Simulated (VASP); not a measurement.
DyBe, 2 atoms in the cell. It takes space group C2/m (No. 12, monoclinic). The conventional cell has a = 4.811 Å, b = 4.048 Å, c = 4.161 Å, α = 90.00°, β = 102.55°, γ = 90.00°. Within 2.7 Å of Dy (site symmetry 2/m) lie 4 Be at 2.02 to 2.41 Å. Within 2.7 Å of Be (site symmetry 2/m) lie 4 Dy at 2.02 to 2.41 Å. The cell was generated, and may not be a known phase.

```yaml
Program: VASP 6.6.1
Task: relaxation of cell and atoms
Functional: PBE
Potentials_or_basis: VASP PAW PBE potentials, release 64 (Dy_3, Be), 4f in core
Cutoff: 600 eV
k_mesh: 6 × 6 × 5
Occupations: gaussian, width 0.2 eV
Spin: no spin polarisation
Dipole_correction: no
Further_INCAR_settings: ALGO = Normal; EDIFF = 1e-07; IBRION = 2; EDIFFG = -0.08; NSW = 36; ISIF = 3
```

Potentials or basis: VASP PAW PBE potentials, release 64 (Dy_3, Be), 4f in core.

Command:

```console
$ cat potpaw_PBE.64/Dy_3/POTCAR potpaw_PBE.64/Be/POTCAR > POTCAR
$ mpirun -np 1 vasp_std > vasp.out
```

Hardware: 1 thread of Intel(R) Xeon(R) 6975P-C (Granite Rapids), on a shared host.

How long does it take, and how much memory?

Wall time 2.3 min on 1 thread of Intel(R) Xeon(R) 6975P-C (Granite Rapids), with other jobs on the host, peak memory 0.21 GiB. Counts: scf iterations 154, k points 55, ion steps 17.
